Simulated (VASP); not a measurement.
# InP (I-4m2) in VASP: a series of runs, part 2 of 2

VASP 6.6.1. The steps go on from the part before.

## 3. Single point, PBE

This run uses another cell than the first one, of the same volume but with other edges.

File INCAR:

```
SYSTEM = InP
PREC = Accurate
ENCUT = 520
EDIFF = 1E-7
ISMEAR = 0
SIGMA = 0.05
LREAL = .False.
LASPH = .True.
NELM = 100
ALGO = Normal
ISIF = 2
LWAVE = .False.
LCHARG = .False.
GGA = PE
NBANDS = 16
```

File KPOINTS:

```
regular mesh
0
Gamma
  12 12 12
  0 0 0
```

File POSCAR:

```
InP
1.0
    0.0000000000      3.0208616679      2.9000272012
    3.0208616679      0.0000000000      2.9000272012
    3.0208616679      3.0208616679      0.0000000000
In P
1 1
Direct
    0.0000000000      0.0000000000      0.0000000000
    0.7500000000      0.7500000000      0.7500000000
```

Potentials or basis: VASP PAW PBE potentials, release 64 (In_d, P).

Started as:

```bash
$ cat potpaw_PBE.64/In_d/POTCAR potpaw_PBE.64/P/POTCAR > POTCAR
$ mpirun -np 1 vasp_std > vasp.out
```

OUTCAR:

```text
SYSTEM = InP
   PREC = Accurate
   ENCUT = 520
   EDIFF = 1E-7
   ISMEAR = 0
   LREAL = .False.
   LASPH = .True.
   NELM = 100
   ISIF = 2
   GGA = PE

 ion  position               nearest neighbor table
   1  0.000  0.000  0.000-   2 2.58   2 2.58   2 2.58   2 2.58
   2  0.750  0.750  0.750-   1 2.58   1 2.58   1 2.58   1 2.58

  LATTYP: Found a body centered tetragonal cell.
 ALAT       =     4.2721435408
 C/A-ratio  =     1.3576450199

  Lattice vectors:

 A1 = (   0.0000000000,  -3.0208616679,  -2.9000272012)
 A2 = (   0.0000000000,   3.0208616679,  -2.9000272012)
 A3 = (   3.0208616679,   0.0000000000,   2.9000272012)

Analysis of symmetry for initial positions (statically):
=====================================================================
 Subroutine PRICEL returns:
 Original cell was already a primitive cell.

 Routine SETGRP: Setting up the symmetry group for a
 body centered tetragonal supercell.

 Subroutine GETGRP returns: Found  8 space group operations
 (whereof  8 operations were pure point group operations)
 out of a pool of 16 trial point group operations.

The static configuration has the point symmetry D_2d.

Analysis of symmetry for dynamics (positions and initial velocities):
=====================================================================
 Subroutine PRICEL returns:
 Original cell was already a primitive cell.

 Routine SETGRP: Setting up the symmetry group for a
 body centered tetragonal supercell.

 Subroutine GETGRP returns: Found  8 space group operations
 (whereof  8 operations were pure point group operations)
 out of a pool of 16 trial point group operations.

The dynamic configuration has the point symmetry D_2d.

 Subroutine INISYM returns: Found  8 space group operations
 (whereof  8 operations are pure point group operations),
 and found     1 'primitive' translations

----------------------------------------------------------------------------------------

[... 106 lines left out ...]
   EFERMI =   0.00;   METHOD = LEGACY
   ISMEAR =     0;   SIGMA  =   0.05  broadening in eV -4-tet -1-fermi 0-gaus
   EFERMI_NEDOS =   21; number of points for ismear=-14 and -15
   IALGO  =     38    algorithm
   IMIX   =      4    mixing-type and parameters
     AMIX     =   0.40;   BMIX     =  1.00
     AMIX_MAG =   1.60;   BMIX_MAG =  1.00
  volume/ion in A,a.u.               =      26.46       178.59
  Fermi-wavevector in a.u.,A,eV,Ry     =   1.142706  2.159401 17.766167  1.305776
  Thomas-Fermi vector in A             =   2.279403
   LORBIT       =      0    0 simple, 1 ext, 2 COOP (PROOUT), +10 PAW based schemes
   GGA     = PE    functional components
   LHFCALC =     F    Hartree Fock is set to
   AEXX    =    0.0000 exact exchange contribution
   IVDW    =     0    specifies the selected vdW correction
   LEPSILON=     F    determine dielectric tensor
   LRPA    =     F    only Hartree local field effects (RPA)
 non-spin polarized calculation
 Gauss-broadening in eV      SIGMA  =   0.05
  energy-cutoff  :      520.00
  volume of cell :       52.93
 maximum number of plane-waves:      1444
   NGX = 15   NGY = 15   NGZ = 15

 number of electron      18.0000001 magnetization

 Free energy of the ion-electron system (eV)
  ---------------------------------------------------
  ext. energy  EPLUGINS =         0.00000000
  ---------------------------------------------------
  free energy    TOTEN  =        -8.40125575 eV

  energy without entropy =       -8.40125575  energy(sigma->0) =       -8.40125575

 E-fermi :   4.9249     XC(G=0):  -9.0639

 val. band max:        4.7672877598   @ k =   0.0000   0.0000   0.0000
 cond. band min:       5.0826041688   @ k =   0.0000   0.0000   0.0000
 fundamental gap:      0.3153164090
 Fermi energy:         4.9249112328

 k-point     1 :       0.0000    0.0000    0.0000
  band No.  band energies     occupation
      1      -9.4470      2.00000
      2      -9.4470      2.00000
      3      -9.4302      2.00000
      4      -9.3176      2.00000
      5      -9.3102      2.00000
      6      -6.5278      2.00000
[... 433 lines left out ...]
      3      -9.3990      2.00000
      4      -9.3193      2.00000
      5      -9.2963      2.00000
      6      -4.8022      2.00000
[... 8 lines left out ...]
     15      14.2731      0.00000
     16      15.4414      0.00000

 [... further k-points ...]
[... 5 lines left out ...]
  --------------------------------------------------------------------------------------
  -------------------------------------------------------------------------------------
  Total       -0.2019864     -0.2019864      0.3103833      0.0000000      0.0000000      0.0000000
  in kB       -6.1141914     -6.1141914      9.3953982      0.0000000      0.0000000      0.0000000
  external PRESSURE =      -0.9443282 kB  Pullay stress =       0.0000000 kB

 VOLUME and BASIS-vectors are now :
 -----------------------------------------------------------------------------
  energy-cutoff  :      520.00
  volume of cell :       52.93
      direct lattice vectors                 reciprocal lattice vectors
     0.000000000  3.020861668  2.900027201    -0.165515689  0.165515689  0.172412176
     3.020861668  0.000000000  2.900027201     0.165515689 -0.165515689  0.172412176
     3.020861668  3.020861668  0.000000000     0.165515689  0.165515689 -0.172412176

 POSITION                                       TOTAL-FORCE (eV/Angst)
 -----------------------------------------------------------------------------------
      0.00000      0.00000      0.00000         0.000000      0.000000      0.000000
      4.53129      4.53129      4.35004        -0.000000     -0.000000     -0.000000
 -----------------------------------------------------------------------------------
    total drift:                                0.000000      0.000000      0.000000

  FREE ENERGIE OF THE ION-ELECTRON SYSTEM (eV)
  ---------------------------------------------------
  free  energy   TOTEN  =        -8.4012557536 eV

  energy  without entropy=       -8.4012557520  energy(sigma->0) =       -8.40125575
```

stdout:

```text
POSCAR found type information on POSCAR InP
 POSCAR found :  2 types and       2 ions
 scaLAPACK will be used
 LDA part: xc-table for (Slater+PW92), standard interpolation
 POSCAR, INCAR and KPOINTS ok, starting setup
 FFT: planning ... GRIDC
 FFT: planning ... GRID_SOFT
 FFT: planning ... GRID
 WAVECAR not read
 entering main loop
```

Wall time 96 s (1 thread of Intel Xeon Platinum 8259CL at 2.50GHz (Skylake/Cascade Lake), shared host); peak memory 0.27 GiB.

What came out:

| Item | Value |
| --- | --- |
| Free energy | -8.4013 eV |
| Pressure | -0.1 GPa |
| Band gap on the k mesh | 0.32 eV, direct |

Stress tensor (GPa, compression positive):
```
-0.61  0.00  0.00
 0.00 -0.61  0.00
 0.00  0.00  0.94
```

Levels at points of the mesh, in eV from the valence-band top:
```csv
k point,band 5,band 6,band 7,band 8,band 9,band 10,band 11,band 12,band 13,band 14
"(0.00, 0.00, 0.00)",-14.08,-11.30,-0.17,-0.17,0.00,0.32,3.94,4.01,4.01,8.23
"(0.50, 0.00, 0.00)",-14.06,-9.73,-5.58,-1.13,-0.89,1.24,4.56,4.85,6.89,9.11
"(0.50, 0.50, 0.00)",-14.04,-9.05,-5.49,-2.41,-2.41,1.60,1.91,9.03,9.13,9.13
"(0.50, 0.00, 0.50)",-14.05,-9.18,-5.73,-2.20,-2.18,1.80,2.27,8.65,8.98,9.20
```

Caveat: spin-orbit coupling is left out, which moves the levels of the heavy elements.

## 4. Single point, PBE

This run uses another cell than the first one, of the same volume but with other edges.

File INCAR:

```
SYSTEM = InP
ALGO = Normal
EDIFF = 1E-6
ENCUT = 520
GGA = PE
ISIF = 2
ISMEAR = -5
LASPH = .TRUE.
LCHARG = .FALSE.
LREAL = .FALSE.
LWAVE = .FALSE.
NBANDS = 16
NELM = 80
PREC = Accurate
SIGMA = 0.05
```

File KPOINTS:

```
k-points
0
G
  12 12 12
  0 0 0
```

File POSCAR:

```
InP
1.0
    0.0000000000      3.2373504496      2.5251333507
    3.2373504496      0.0000000000      2.5251333507
    3.2373504496      3.2373504496      0.0000000000
In P
1 1
Direct
    0.0000000000      0.0000000000      0.0000000000
    0.7500000000      0.7500000000      0.7500000000
```

Potentials or basis: VASP PAW PBE potentials, release 64 (In_d, P).

Started as:

```bash
$ cat potpaw_PBE.64/In_d/POTCAR potpaw_PBE.64/P/POTCAR > POTCAR
$ mpirun -np 1 vasp_std > vasp.out
```

OUTCAR:

```text
SYSTEM = InP
   EDIFF = 1E-6
   ENCUT = 520
   GGA = PE
   ISIF = 2
   ISMEAR = -5
   LASPH = .TRUE.
   LREAL = .FALSE.
   NELM = 80
   PREC = Accurate

 ion  position               nearest neighbor table
   1  0.000  0.000  0.000-   2 2.61   2 2.61   2 2.61   2 2.61
   2  0.750  0.750  0.750-   1 2.61   1 2.61   1 2.61   1 2.61

  LATTYP: Found a body centered tetragonal cell.
 ALAT       =     4.5783049120
 C/A-ratio  =     1.1030865787

  Lattice vectors:

 A1 = (   0.0000000000,  -3.2373504496,  -2.5251333507)
 A2 = (   0.0000000000,   3.2373504496,  -2.5251333507)
 A3 = (   3.2373504496,   0.0000000000,   2.5251333507)

Analysis of symmetry for initial positions (statically):
=====================================================================
 Subroutine PRICEL returns:
 Original cell was already a primitive cell.

 Routine SETGRP: Setting up the symmetry group for a
 body centered tetragonal supercell.

 Subroutine GETGRP returns: Found  8 space group operations
 (whereof  8 operations were pure point group operations)
 out of a pool of 16 trial point group operations.

The static configuration has the point symmetry D_2d.

Analysis of symmetry for dynamics (positions and initial velocities):
=====================================================================
 Subroutine PRICEL returns:
 Original cell was already a primitive cell.

 Routine SETGRP: Setting up the symmetry group for a
 body centered tetragonal supercell.

 Subroutine GETGRP returns: Found  8 space group operations
 (whereof  8 operations were pure point group operations)
 out of a pool of 16 trial point group operations.

The dynamic configuration has the point symmetry D_2d.

 Subroutine INISYM returns: Found  8 space group operations
 (whereof  8 operations are pure point group operations),
 and found     1 'primitive' translations

----------------------------------------------------------------------------------------

                                     Primitive cell

  volume of cell :      52.9290

  direct lattice vectors                    reciprocal lattice vectors
[... 107 lines left out ...]
   IMIX   =      4    mixing-type and parameters
     AMIX     =   0.40;   BMIX     =  1.00
     AMIX_MAG =   1.60;   BMIX_MAG =  1.00
  volume/ion in A,a.u.               =      26.46       178.59
  Fermi-wavevector in a.u.,A,eV,Ry     =   1.142706  2.159401 17.766167  1.305776
  Thomas-Fermi vector in A             =   2.279403
   LORBIT       =      0    0 simple, 1 ext, 2 COOP (PROOUT), +10 PAW based schemes
   GGA     = PE    functional components
   LHFCALC =     F    Hartree Fock is set to
   AEXX    =    0.0000 exact exchange contribution
   IVDW    =     0    specifies the selected vdW correction
   LEPSILON=     F    determine dielectric tensor
   LRPA    =     F    only Hartree local field effects (RPA)
 non-spin polarized calculation
 Fermi weights with tetrahedron method with Bloechl corrections
  energy-cutoff  :      520.00
  volume of cell :       52.93
 maximum number of plane-waves:      1457
   NGX = 15   NGY = 15   NGZ = 17

 number of electron      17.9999999 magnetization

 Free energy of the ion-electron system (eV)
  ---------------------------------------------------
  ext. energy  EPLUGINS =         0.00000000
  ---------------------------------------------------
  free energy    TOTEN  =        -8.20517485 eV

  energy without entropy =       -8.20517485  energy(sigma->0) =       -8.20517485

 E-fermi :   5.0171     XC(G=0):  -9.1278

 val. band max:        4.9579776379   @ k =   0.0833   0.0000   0.0833
 cond. band min:       5.1332932197   @ k =   0.0000   0.0000   0.0000
 fundamental gap:      0.1753155817
 Fermi energy:         5.0170511346

 k-point     1 :       0.0000    0.0000    0.0000
  band No.  band energies     occupation
      1      -9.4883      2.00000
      2      -9.4883      2.00000
      3      -9.4087      2.00000
      4      -9.3961      2.00000
      5      -9.3388      2.00000
      6      -6.4073      2.00000
[... 433 lines left out ...]
      3      -9.4205      2.00000
      4      -9.3981      2.00000
      5      -9.3022      2.00000
      6      -4.7164      2.00000
[... 8 lines left out ...]
     15      14.6944      0.00000
     16      15.6454      0.00000

 [... further k-points ...]
[... 5 lines left out ...]
  --------------------------------------------------------------------------------------
  -------------------------------------------------------------------------------------
  Total       -1.1479554     -1.1479554      0.9478950      0.0000000     -0.0000000      0.0000000
  in kB      -34.7489633    -34.7489633     28.6930728      0.0000000     -0.0000000      0.0000000
  external PRESSURE =     -13.6016179 kB  Pullay stress =       0.0000000 kB

 VOLUME and BASIS-vectors are now :
 -----------------------------------------------------------------------------
  energy-cutoff  :      520.00
  volume of cell :       52.93
      direct lattice vectors                 reciprocal lattice vectors
     0.000000000  3.237350450  2.525133351    -0.154447289  0.154447289  0.198009345
     3.237350450  0.000000000  2.525133351     0.154447289 -0.154447289  0.198009345
     3.237350450  3.237350450  0.000000000     0.154447289  0.154447289 -0.198009345

 POSITION                                       TOTAL-FORCE (eV/Angst)
 -----------------------------------------------------------------------------------
      0.00000      0.00000      0.00000         0.000000      0.000000     -0.000000
      4.85603      4.85603      3.78770         0.000000      0.000000      0.000000
 -----------------------------------------------------------------------------------
    total drift:                               -0.000001     -0.000001     -0.000004

  FREE ENERGIE OF THE ION-ELECTRON SYSTEM (eV)
  ---------------------------------------------------
  free  energy   TOTEN  =        -8.2051748493 eV

  energy  without entropy=       -8.2051748493  energy(sigma->0) =       -8.20517485
```

It took 1.8 min on 1 thread of Intel Xeon Platinum 8259CL at 2.50GHz (Skylake/Cascade Lake), shared host; peak memory 0.28 GiB.

Results:

* Free energy: -8.2052 eV
* Pressure: -1.4 GPa
* Band gap on the k mesh: 0.18 eV, indirect (least direct gap 0.29 eV)

Caveat: spin-orbit coupling is left out, which moves the levels of the heavy elements.

## 5. Summary

| cell | smearing | gap on the mesh (eV) | pressure (GPa) |
| --- | --- | --- | --- |
| a = 4.693, b = 4.693, c = 3.682 Å, angles 66.9, 66.9, 46.2°, 2 atoms | gaussian 0.05 eV | none | -1.4 |
| a = 4.188, b = 4.188, c = 4.272 Å, angles 59.3, 59.3, 61.3°, 2 atoms | gaussian 0.05 eV | 0.32 | -0.1 |
| a = 4.106, b = 4.106, c = 4.578 Å, angles 56.1, 56.1, 67.8°, 2 atoms | tetrahedron | 0.18 | -1.4 |

Alike in all rows: task single point; level PBE; potentials or basis VASP PAW PBE potentials, release 64 (In_d, P); no spin polarisation; k mesh 12 × 12 × 12; cutoff (eV) 520.

Caveats: spin-orbit coupling is left out, which moves the levels of the heavy elements.

Total energies depend on the potentials used, so only differences within one code and one set of settings carry meaning.
